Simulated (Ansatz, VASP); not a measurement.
This is a calculation of CuO for VASP 6.6.1.

The input INCAR:

```
SYSTEM = CuO
PREC = Accurate
ENCUT = 520
EDIFF = 1E-7
ISMEAR = -1
SIGMA = 0.05
LREAL = .FALSE.
LASPH = .TRUE.
NELM = 100
ALGO = Normal
ISIF = 2
LWAVE = .FALSE.
LCHARG = .FALSE.
GGA = CA
NBANDS = 25
```

The input KPOINTS:

```
regular mesh
0
G
  10 10 6
  0 0 0
```

POSCAR

```
CuO
1.0
    0.0000000000     -2.1444126677     -2.1444126677
   -2.1444126677      0.0000000000     -2.1444126677
    2.1444126677      2.1444126677     -4.2888253355
Cu O
2 2
Direct
    0.5038875400      0.4769880100      0.4880064000
    0.0038875400      0.9769880100      0.9880064000
    0.7461124600      0.7730119900      0.7619936000
    0.2461124600      0.2730119900      0.2619936000
```

Potentials or basis: VASP PAW LDA potentials, release 64 (Cu, O).

Run with:

```console
$ cat potpaw_LDA.64/Cu/POTCAR potpaw_LDA.64/O/POTCAR > POTCAR
$ mpirun -np 1 vasp_std > vasp.out
```

Translate it to Ansatz 0.2.0. Potentials there: Ansatz PAW.

As run (the cutoff follows the program's own potentials):

Contents of input.yaml:

```yaml
crystal:
  lattice:
    - [0.0, -2.1444126677, -2.1444126677]
    - [-2.1444126677, 0.0, -2.1444126677]
    - [2.1444126677, 2.1444126677, -4.2888253355]
  atoms:
    - { symbol: Cu, position: [0.50388754, 0.47698801, 0.4880064] }
    - { symbol: Cu, position: [0.00388754, 0.97698801, 0.9880064] }
    - { symbol: O, position: [0.74611246, 0.77301199, 0.7619936] }
    - { symbol: O, position: [0.24611246, 0.27301199, 0.2619936] }
hamiltonian:
  xc: lda
  pseudopotentials: { kind: paw }
kpoints:
  mp_grid: { grid: [10, 10, 6] }
scf:
  occupations: { method: fermi_dirac, width: 0.05 }
output:
  forces: true
  stress: true
  eigenvalues: true
```

Potentials or basis: Ansatz PAW.

Launch:

```console
$ ansatz run input.yaml --threads 2 --pin off --max-ram 5632MiB --backend cpu --events-out ev --progress --plain --runs-dir out
```

Both were run:

|  | VASP | Ansatz | Ansatz less VASP |
| --- | --- | --- | --- |
| gap on the k mesh at the Fermi level (eV) | none | none | - |
| pressure (GPa) | -16.4 | -16.8 | -0.45 |
| traceless stress, the component that is largest in VASP (GPa) | 3.84 | 3.64 | -0.206 |
| rms of the force components (eV/Å) | 0.492 | 0.468 | -0.0233 |

LDA's correlation is that of Perdew and Zunger in VASP and of Perdew and Wang (1992) in Ansatz. Atom by atom the forces differ by 0.023 eV/Å (rms over components). A gap of «none» marks a metal or a gap that the smearing closes. VASP's potentials hold 34 valence electrons a cell and Ansatz's 50, so a difference there can come from the potentials and not from the codes.
